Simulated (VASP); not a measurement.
# Cs3Ti (Pm-3m) in VASP: further runs

Cs3Ti is run at these levels: PBE; tasks: single point, relaxation of cell and atoms.

All numbers are computed with VASP 6.6.1; they aren't measurements. Logs are shortened: lines on timing, memory, paths and dates and some standing lists are left out, and cuts for length are marked.

## (1) The cell of the first run

The structure is cubic, space group Pm-3m (No. 221). Conventional cell: a = 5.283 Å, b = 5.283 Å, c = 5.283 Å, α = 90.00°, β = 90.00°, γ = 90.00°. Cs (site symmetry 4/mmm) has 8 Cs at 3.74 Å and 4 Ti at 3.74 Å within 4.9 Å. Within 4.9 Å of Ti (site symmetry m-3m) lie 12 Cs at 3.74 Å.

## (2) Single point, PBE

The input, INCAR:

```
PREC     = Accurate       # precision mode
ENCUT    = 500            # plane-wave cutoff, eV
EDIFF    = 1E-6           # SCF threshold, eV
ISMEAR   = 0              # smearing method
SIGMA    = 0.1            # smearing width, eV
LREAL    = False          # projectors in reciprocal space
LASPH    = True           # aspherical terms in the spheres
NELM     = 120            # most SCF steps
ALGO     = Normal         # electronic algorithm
ISIF     = 2              # what is computed and relaxed
LWAVE    = False          # write WAVECAR
LCHARG   = True           # write CHGCAR
GGA      = PE             # functional
LELF     = True           # ELF
LVHAR    = True         
NBANDS   = 28             # bands
GGA_COMPAT= False
```

The input, KPOINTS:

```
regular mesh
0
Gamma
  4 4 4
```

The input, POSCAR:

```
Cs3Ti
1.0
    5.2834263428      0.0000000000      0.0000000000
    0.0000000000      5.2834263428      0.0000000000
    0.0000000000      0.0000000000      5.2834263428
Cs Ti
3 1
Direct
    0.0000000000      0.5000000000      0.5000000000
    0.5000000000      0.0000000000      0.5000000000
    0.5000000000      0.5000000000      0.0000000000
    0.0000000000      0.0000000000      0.0000000000
```

Potentials or basis: VASP PAW PBE potentials, release 64 (Cs_sv, Ti_sv).

Command:

```bash
cat potpaw_PBE.64/Cs_sv/POTCAR potpaw_PBE.64/Ti_sv/POTCAR > POTCAR
mpirun -np 1 vasp_std > vasp.out
```

OUTCAR:

```text
PREC = Accurate
   ENCUT = 500
   EDIFF = 1E-6
   ISMEAR = 0
   LREAL = False
   LASPH = True
   NELM = 120
   ISIF = 2
   GGA = PE

 ion  position               nearest neighbor table
   1  0.000  0.500  0.500-
   2  0.500  0.000  0.500-
   3  0.500  0.500  0.000-
   4  0.000  0.000  0.000-

  LATTYP: Found a simple cubic cell.
 ALAT       =     5.2834263428

  Lattice vectors:

 A1 = (   5.2834263428,   0.0000000000,   0.0000000000)
 A2 = (   0.0000000000,   5.2834263428,   0.0000000000)
 A3 = (   0.0000000000,   0.0000000000,   5.2834263428)

Analysis of symmetry for initial positions (statically):
=====================================================================
 Subroutine PRICEL returns:
 Original cell was already a primitive cell.

 Routine SETGRP: Setting up the symmetry group for a
 simple cubic supercell.

 Subroutine GETGRP returns: Found 48 space group operations
 (whereof 48 operations were pure point group operations)
 out of a pool of 48 trial point group operations.

The static configuration has the point symmetry O_h .

Analysis of symmetry for dynamics (positions and initial velocities):
=====================================================================
 Subroutine PRICEL returns:
 Original cell was already a primitive cell.

 Routine SETGRP: Setting up the symmetry group for a
 simple cubic supercell.

 Subroutine GETGRP returns: Found 48 space group operations
 (whereof 48 operations were pure point group operations)
 out of a pool of 48 trial point group operations.

The dynamic configuration has the point symmetry O_h .

 Subroutine INISYM returns: Found 48 space group operations
 (whereof 48 operations are pure point group operations),
 and found     1 'primitive' translations

----------------------------------------------------------------------------------------

                                     Primitive cell

  volume of cell :     147.4847

  direct lattice vectors                    reciprocal lattice vectors
     5.283426343  0.000000000  0.000000000     0.189271116  0.000000000  0.000000000
     0.000000000  5.283426343  0.000000000     0.000000000  0.189271116  0.000000000
     0.000000000  0.000000000  5.283426343     0.000000000  0.000000000  0.189271116

  length of vectors
     5.283426343  5.283426343  5.283426343     0.189271116  0.189271116  0.189271116

  position of ions in fractional coordinates (direct lattice)
     0.000000000  0.500000000  0.500000000
     0.500000000  0.000000000  0.500000000
     0.500000000  0.500000000  0.000000000
     0.000000000  0.000000000  0.000000000

  ion indices of the primitive-cell ions
   primitive index   ion index
                 1           1
                 2           2
                 3           3
                 4           4

----------------------------------------------------------------------------------------

 KPOINTS: regular mesh

Automatic generation of k-mesh.
 Grid dimensions read from file:
 generate k-points for:    4    4    4

 Generating k-lattice:

  Cartesian coordinates                     Fractional coordinates (reciprocal lattice)
     0.047317779  0.000000000  0.000000000     0.250000000  0.000000000  0.000000000
     0.000000000  0.047317779  0.000000000     0.000000000  0.250000000  0.000000000
     0.000000000  0.000000000  0.047317779     0.000000000  0.000000000  0.250000000

  Length of vectors
     0.047317779  0.047317779  0.047317779

  Shift w.r.t. Gamma in fractional coordinates (k-lattice)
     0.000000000  0.000000000  0.000000000

 Subroutine IBZKPT returns following result:
 ===========================================

 Found     10 irreducible k-points:

 Following reciprocal coordinates:
            Coordinates               Weight
  0.000000  0.000000  0.000000      1.000000
  0.250000  0.000000  0.000000      6.000000
  0.500000  0.000000  0.000000      3.000000
  0.250000  0.250000  0.000000     12.000000
  0.500000  0.250000  0.000000     12.000000
  0.500000  0.500000  0.000000      3.000000
[... 41 lines left out ...]
  ext. energy  EPLUGINS =         0.00000000
  ---------------------------------------------------
  free energy    TOTEN  =        -4.56948295 eV

  energy without entropy =       -4.50533146  energy(sigma->0) =       -4.53740720

 E-fermi :   4.3896     XC(G=0):  -9.0638

 val. band max:        4.3313149166   @ k =   0.5000   0.0000   0.0000
 cond. band min:       4.4119504061   @ k =   0.5000   0.2500   0.2500
 fundamental gap:      0.0806354895
 Fermi energy:         4.3895999152

 k-point     1 :       0.0000    0.0000    0.0000
  band No.  band energies     occupation
      1     -52.9490      2.00000
      2     -29.2137      2.00000
      3     -29.2137      2.00000
      4     -29.2137      2.00000
      5     -19.2195      2.00000
      6     -18.6334      2.00000
[... 20 lines left out ...]
     27       6.9581      0.00000
     28       6.9581      0.00000

 k-point     2 :       0.2500    0.0000    0.0000
  band No.  band energies     occupation
      1     -52.9490      2.00000
      2     -29.2139      2.00000
      3     -29.2137      2.00000
      4     -29.2137      2.00000
      5     -19.1483      2.00000
      6     -18.7119      2.00000
[... 20 lines left out ...]
     27       6.3202      0.00000
     28       7.2254      0.00000

 k-point     3 :       0.5000    0.0000    0.0000
  band No.  band energies     occupation
      1     -52.9490      2.00000
      2     -29.2141      2.00000
      3     -29.2137      2.00000
      4     -29.2137      2.00000
      5     -19.0309      2.00000
      6     -18.8366      2.00000
[... 20 lines left out ...]
     27       5.7742      0.00000
     28       7.9742      0.00000

 k-point     4 :       0.2500    0.2500    0.0000
  band No.  band energies     occupation
      1     -52.9490      2.00000
      2     -29.2139      2.00000
      3     -29.2139      2.00000
      4     -29.2137      2.00000
      5     -19.0838      2.00000
      6     -18.7336      2.00000
[... 144 lines left out ...]
     27       6.7900      0.00000
     28       7.4287      0.00000

 k-point     9 :       0.5000    0.5000    0.2500
  band No.  band energies     occupation
      1     -52.9490      2.00000
      2     -29.2140      2.00000
      3     -29.2140      2.00000
      4     -29.2138      2.00000
      5     -18.8288      2.00000
      6     -18.8267      2.00000
[... 20 lines left out ...]
     27       6.3853      0.00000
     28       6.3853      0.00000

 k-point    10 :       0.5000    0.5000    0.5000
  band No.  band energies     occupation
      1     -52.9490      2.00000
      2     -29.2140      2.00000
      3     -29.2140      2.00000
      4     -29.2140      2.00000
      5     -18.8241      2.00000
      6     -18.8241      2.00000
[... 20 lines left out ...]
     27       7.1528      0.00000
     28       7.1528      0.00000

------------------------ aborting loop because EDIFF is reached ----------------------------------------

  FORCE on cell =-STRESS in cart. coord.  units (eV):
  Direction    XX          YY          ZZ          XY          YZ          ZX
  --------------------------------------------------------------------------------------
  -------------------------------------------------------------------------------------
  Total        4.6163415      4.6163415      4.6163415      0.0000000     -0.0000000     -0.0000000
  in kB       50.1489151     50.1489151     50.1489151      0.0000000     -0.0000000     -0.0000000
  external PRESSURE =      50.1489151 kB  Pullay stress =       0.0000000 kB

 VOLUME and BASIS-vectors are now :
 -----------------------------------------------------------------------------
  energy-cutoff  :      500.00
  volume of cell :      147.48
      direct lattice vectors                 reciprocal lattice vectors
     5.283426343  0.000000000  0.000000000     0.189271116  0.000000000  0.000000000
     0.000000000  5.283426343  0.000000000     0.000000000  0.189271116  0.000000000
     0.000000000  0.000000000  5.283426343     0.000000000  0.000000000  0.189271116

 POSITION                                       TOTAL-FORCE (eV/Angst)
 -----------------------------------------------------------------------------------
      0.00000      2.64171      2.64171         0.000000      0.000000      0.000000
      2.64171      0.00000      2.64171         0.000000      0.000000      0.000000
      2.64171      2.64171      0.00000         0.000000      0.000000      0.000000
      0.00000      0.00000      0.00000         0.000000      0.000000      0.000000
 -----------------------------------------------------------------------------------
    total drift:                                0.000000     -0.000000     -0.000000

  FREE ENERGIE OF THE ION-ELECTRON SYSTEM (eV)
  ---------------------------------------------------
  free  energy   TOTEN  =        -4.5694829463 eV

  energy  without entropy=       -4.5053314588  energy(sigma->0) =       -4.53740720
```

Wall time 42 s (1 thread of Intel Xeon Platinum 8259CL at 2.50GHz (Skylake/Cascade Lake), shared host); peak memory 0.25 GiB.

Results:

* Free energy: -4.5695 eV
* Pressure: 5.0 GPa
* Band gap on the k mesh: zero (an odd number of electrons rules out a gap without spin polarisation)

Caveat: the cell stands under pressure; spin-orbit coupling is left out, which moves the levels of the heavy elements.

## (3) Single point, PBE

This run uses another cell than the first one, of 67.37 Å³/atom.

The input, INCAR:

```
SYSTEM = Cs3Ti
PREC = Accurate
ENCUT = 500
EDIFF = 1E-6
ISMEAR = 0
SIGMA = 0.1
LREAL = .FALSE.
LASPH = .TRUE.
NELM = 120
ALGO = Normal
ISIF = 2
LWAVE = .FALSE.
LCHARG = .TRUE.
GGA = PE
LELF = .TRUE.
LVHAR = .TRUE.
NBANDS = 28
GGA_COMPAT = .FALSE.
```

The input, KPOINTS:

```
regular mesh
0
G
  4 4 4
  0 0 0
```

The input, POSCAR:

```
Cs3Ti
1.0
    6.4591834480      0.0000000000      0.0000000000
    0.0000000000      6.4591834480      0.0000000000
    0.0000000000      0.0000000000      6.4591834480
Cs Ti
3 1
Direct
    0.0000000000      0.5000000000      0.5000000000
    0.5000000000      0.0000000000      0.5000000000
    0.5000000000      0.5000000000      0.0000000000
    0.0000000000      0.0000000000      0.0000000000
```

Potentials or basis: VASP PAW PBE potentials, release 64 (Cs_sv, Ti_sv).

Command:

```bash
cat potpaw_PBE.64/Cs_sv/POTCAR potpaw_PBE.64/Ti_sv/POTCAR > POTCAR
mpirun -np 1 vasp_std > vasp.out
```

Run time: 1.9 min. Hardware: 1 thread of Intel Xeon Platinum 8259CL at 2.50GHz (Skylake/Cascade Lake), shared host; peak memory 0.34 GiB.

The run converged. Its results:

| Item | Value |
| --- | --- |
| Free energy | -5.8275 eV |
| Pressure | 0.0 GPa |
| Band gap on the k mesh | zero (an odd number of electrons rules out a gap without spin polarisation) |

Levels at points of the mesh, in eV from the Fermi level:
```
           k point  band 18  band 19  band 20  band 21  band 22  band 23
(0.00, 0.00, 0.00)    -0.36    -0.26    -0.26     0.01     0.01     0.01
(0.50, 0.00, 0.00)    -0.78    -0.04     0.07     0.16     0.16     0.16
(0.50, 0.50, 0.00)    -0.06    -0.02    -0.02     0.09     0.15     0.15
(0.50, 0.50, 0.50)    -0.22    -0.22    -0.22     0.19     0.19     1.02
```

Caveat: spin-orbit coupling is left out, which moves the levels of the heavy elements.

## (4) Relaxation of cell and atoms, PBE

The input, INCAR:

```
PREC = Accurate ; ENCUT = 500
EDIFF = 1E-7 ; ISMEAR = 0
SIGMA = 0.1 ; LREAL = F
LASPH = T ; NELM = 120
ALGO = Normal ; ISIF = 3
LWAVE = F ; LCHARG = F
GGA = PE ; IBRION = 2
NSW = 90 ; EDIFFG = -0.04
GGA_COMPAT = F ; NELMIN = 4
```

The input, KPOINTS:

```
Automatic mesh
0
Gamma
  4 4 4
```

The input, POSCAR:

```
Cs3Ti
1.0
    5.2834263428      0.0000000000      0.0000000000
    0.0000000000      5.2834263428      0.0000000000
    0.0000000000      0.0000000000      5.2834263428
Cs Ti
3 1
Direct
    0.0000000000      0.5000000000      0.5000000000
    0.5000000000      0.0000000000      0.5000000000
    0.5000000000      0.5000000000      0.0000000000
    0.0000000000      0.0000000000      0.0000000000
```

Command:

```bash
cat potpaw_PBE.64/Cs_sv/POTCAR potpaw_PBE.64/Ti_sv/POTCAR > POTCAR
mpirun -np 1 vasp_std > vasp.out
```

Run time: 7.5 min. Hardware: 1 thread of Intel Xeon Platinum 8259CL at 2.50GHz (Skylake/Cascade Lake), shared host; peak memory 0.25 GiB.

The run converged. Its results:

```
Free energy                           : -5.7688 eV
Relaxed volume                        : 66.15 Å³/atom
Relaxed cell                          : a = 6.420 Å, b = 6.420 Å, c = 6.420 Å, α = 90.00°, β = 90.00°, γ = 90.00°
Space group after relaxing (to 0.1 Å) : Pm-3m (No. 221)
Energy gained by relaxing             : 299.8 meV/atom
Ionic steps                           : 5
Pressure after relaxing               : 0.0 GPa
```

Step by step:
```
step  energy change (eV)  largest force (eV/Å)  pressure (GPa)  volume (Å³)
   1              0.0000                0.0000            5.00       147.48
   2             -0.6153                0.0000            2.80       173.43
   3             -1.1477                0.0000            0.54       231.79
   4             -1.1947                0.0000            0.13       254.90
   5             -1.1993                0.0000            0.00       264.60
```

Final structure:
```
CELL_PARAMETERS angstrom
6.41993 0.00000 0.00000
0.00000 6.41993 0.00000
0.00000 0.00000 6.41993
ATOMIC_POSITIONS crystal
Cs 0.00000 0.50000 0.50000
Cs 0.50000 0.00000 0.50000
Cs 0.50000 0.50000 0.00000
Ti 0.00000 0.00000 0.00000
```

Levels at points of the mesh, in eV from the Fermi level:
```
           k point  band 16  band 17  band 18  band 19  band 20  band 21  band 22  band 23
(0.00, 0.00, 0.00)    -9.91    -2.46    -0.38    -0.28    -0.28     0.00     0.00     0.00
(0.50, 0.00, 0.00)    -9.96    -1.66    -0.78    -0.04     0.07     0.16     0.16     0.17
(0.50, 0.50, 0.00)    -9.87    -1.32    -0.06    -0.02    -0.02     0.09     0.15     0.15
(0.50, 0.50, 0.50)    -9.87    -1.57    -0.22    -0.22    -0.22     0.20     0.20     1.15
```

Caveat: the volume moved by over 15 % at a fixed basis, so the end points are rough; the highest band is partly filled, so the run has too few bands; spin-orbit coupling is left out, which moves the levels of the heavy elements.

## (5) Single point, PBE

This run uses another cell than the first one, of 67.37 Å³/atom.

The input, INCAR:

```
PREC = Accurate
ENCUT = 500
EDIFF = 1E-6
ISMEAR = 0
SIGMA = 0.1
LREAL = F
LASPH = T
NELM = 120
ALGO = Normal
ISIF = 2
LWAVE = F
LCHARG = F
GGA = PE
NBANDS = 28
GGA_COMPAT = F
```

The input, KPOINTS:

```
Automatic mesh
0
Gamma
  8 8 8
```

The input, POSCAR:

```
Cs3Ti
1.0
    6.4591834480      0.0000000000      0.0000000000
    0.0000000000      6.4591834480      0.0000000000
    0.0000000000      0.0000000000      6.4591834480
Cs Ti
3 1
Direct
    0.0000000000      0.5000000000      0.5000000000
    0.5000000000      0.0000000000      0.5000000000
    0.5000000000      0.5000000000      0.0000000000
    0.0000000000      0.0000000000      0.0000000000
```

Command:

```bash
cat potpaw_PBE.64/Cs_sv/POTCAR potpaw_PBE.64/Ti_sv/POTCAR > POTCAR
mpirun -np 1 vasp_std > vasp.out
```

It took 4.2 min on 1 thread of Intel Xeon Platinum 8259CL at 2.50GHz (Skylake/Cascade Lake), shared host; peak memory 0.46 GiB.

It converged, with:

| Item | Value |
| --- | --- |
| Free energy | -5.8327 eV |
| Pressure | 0.0 GPa |
| Band gap on the k mesh | zero (an odd number of electrons rules out a gap without spin polarisation) |

Levels at points of the mesh, in eV from the Fermi level:
| k point | band 17 | band 18 | band 19 | band 20 | band 21 | band 22 | band 23 | band 24 |
| --- | --- | --- | --- | --- | --- | --- | --- | --- |
| (0.00, 0.00, 0.00) | -2.47 | -0.38 | -0.27 | -0.27 | 0.00 | 0.00 | 0.00 | 1.70 |
| (0.50, 0.00, 0.00) | -1.69 | -0.80 | -0.04 | 0.07 | 0.15 | 0.15 | 0.16 | 0.55 |
| (0.50, 0.50, 0.00) | -1.35 | -0.07 | -0.03 | -0.03 | 0.09 | 0.15 | 0.15 | 0.23 |
| (0.50, 0.50, 0.50) | -1.58 | -0.22 | -0.22 | -0.22 | 0.19 | 0.19 | 1.01 | 1.01 |

Caveat: spin-orbit coupling is left out, which moves the levels of the heavy elements.

## (6) Relaxation of cell and atoms, PBE

This run uses another cell than the first one, of 67.37 Å³/atom.

The input, INCAR:

```
PREC = Accurate ; ENCUT = 500
EDIFF = 1E-7 ; ISMEAR = 0
SIGMA = 0.1 ; LREAL = False
LASPH = True ; NELM = 120
ALGO = Normal ; ISIF = 3
LWAVE = False ; LCHARG = False
GGA = PE ; IBRION = 2
NSW = 100 ; EDIFFG = -0.01
GGA_COMPAT = False ; NELMIN = 4
```

The input, KPOINTS:

```
regular mesh
0
Gamma
  8 8 8
```

POSCAR is that of step 5.

Potentials or basis: VASP PAW PBE potentials, release 64 (Cs_sv, Ti_sv).

Command:

```bash
cat potpaw_PBE.64/Cs_sv/POTCAR potpaw_PBE.64/Ti_sv/POTCAR > POTCAR
mpirun -np 1 vasp_std > vasp.out
```

Wall time 5.3 min (1 thread of Intel Xeon Platinum 8259CL at 2.50GHz (Skylake/Cascade Lake), shared host); peak memory 0.43 GiB.

Results (log left out):

```
Free energy             : -5.8327 eV
Pressure after relaxing : 0.0 GPa
Band gap on the k mesh  : zero (an odd number of electrons rules out a gap without spin polarisation)
```

Final structure:
```yaml
crystal:
  lattice:
    - [6.45918, 0.00000, 0.00000]
    - [0.00000, 6.45918, 0.00000]
    - [0.00000, 0.00000, 6.45918]
  atoms:
    - { symbol: Cs, position: [0.00000, 0.50000, 0.50000] }
    - { symbol: Cs, position: [0.50000, 0.00000, 0.50000] }
    - { symbol: Cs, position: [0.50000, 0.50000, 0.00000] }
    - { symbol: Ti, position: [0.00000, 0.00000, 0.00000] }
```

Levels at points of the mesh, in eV from the Fermi level:
```tsv
k point	band 16	band 17	band 18	band 19	band 20	band 21	band 22	band 23
(0.00, 0.00, 0.00)	-9.95	-2.47	-0.38	-0.27	-0.27	0.00	0.00	0.00
(0.50, 0.00, 0.00)	-9.99	-1.69	-0.80	-0.04	0.07	0.15	0.15	0.16
(0.50, 0.50, 0.00)	-9.91	-1.35	-0.07	-0.03	-0.03	0.09	0.15	0.15
(0.50, 0.50, 0.50)	-9.91	-1.58	-0.22	-0.22	-0.22	0.19	0.19	1.01
```

Caveat: the relaxation stopped at its first step, so nothing moved; spin-orbit coupling is left out, which moves the levels of the heavy elements.

## (7) Overview

| task | cell | k mesh | gap on the mesh (eV) | pressure (GPa) |
| --- | --- | --- | --- | --- |
| single point | a = 5.283 Å, 4 atoms | 4 × 4 × 4 | none | 5.0 |
| single point | a = 6.459 Å, 4 atoms | 4 × 4 × 4 | none | 0.0 |
| relaxation of cell and atoms | relaxed from a = 5.283 Å, 4 atoms | 4 × 4 × 4 | - | 0.0 |
| single point | a = 6.459 Å, 4 atoms | 8 × 8 × 8 | none | 0.0 |
| relaxation of cell and atoms | relaxed from a = 6.459 Å, 4 atoms | 8 × 8 × 8 | none | 0.0 |

Alike in all rows: level PBE; potentials or basis VASP PAW PBE potentials, release 64 (Cs_sv, Ti_sv); no spin polarisation; cutoff (eV) 500; smearing gaussian 0.1 eV.

Caveats: spin-orbit coupling is left out, which moves the levels of the heavy elements; the cell stands under pressure (at least some runs); the volume moved by over 15 % at a fixed basis, so the end points are rough (at least some runs); the highest band is partly filled, so the run has too few bands (at least some runs); the relaxation stopped at its first step, so nothing moved (at least some runs).

Absolute energies hang on the potentials; compare differences alone.
